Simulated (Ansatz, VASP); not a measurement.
# C: VASP beside Ansatz

File INCAR:

```
SYSTEM = C
PREC = Accurate
ENCUT = 520
EDIFF = 1E-6
ISMEAR = -1
SIGMA = 0.1
LREAL = .FALSE.
LASPH = .TRUE.
NELM = 100
ALGO = Normal
ISIF = 2
LWAVE = .FALSE.
LCHARG = .TRUE.
GGA = PE
LELF = .TRUE.
LVHAR = .TRUE.
NBANDS = 8
```

KPOINTS

```
regular mesh
0
G
  29 29 29
  0 0 0
```

File POSCAR:

```
C
1.0
    1.7912279702      0.0000000000      0.0000000000
    0.0000000000      1.7912279702      0.0000000000
    0.0000000000      0.0000000000      1.7912279702
C
1
Direct
    0.0000000000      0.0000000000      0.0000000000
```

Input for Ansatz:

```yaml
crystal:
  lattice:
    - [1.7912279702, 0.0, 0.0]
    - [0.0, 1.7912279702, 0.0]
    - [0.0, 0.0, 1.7912279702]
  atoms:
    - { symbol: C, position: [0.0, 0.0, 0.0] }
hamiltonian:
  xc: pbe
  pseudopotentials:
    kind: paw
    azcp:
      C: "pseudopotentials/C.paw.azcp"
basis:
  ecutwfc: 420
  fft_grid_basis: typed
kpoints:
  mp_grid: { grid: [29, 29, 29], shift: [0, 0, 0] }
magnetization:
  spin_polarized: false
scf:
  occupations: { method: fermi_dirac, width: 0.1 }
output:
  stress: true
```

Alike in both runs: task single point; functional PBE; k mesh 29 × 29 × 29; occupations fermi-dirac, width 0.1 eV; no spin polarisation.

|  | VASP | Ansatz |
| --- | --- | --- |
| version | VASP 6.6.1 | Ansatz 0.2.0 |
| potentials or method | VASP PAW PBE potentials, release 64 (C), cutoff 520 eV | plane waves (420 eV) with PAW, scalar-relativistic |
| valence electrons in the cell | 4 | 4 |

Ansatz gave:

| Property | Result |
| --- | --- |
| pressure (GPa) | -8.8 |

**Question.** What did VASP give for the same quantities?

**Answer.** Pressure (GPa): -8.7.

With one functional, cell and mesh, what is left measures potentials, basis and numerics.
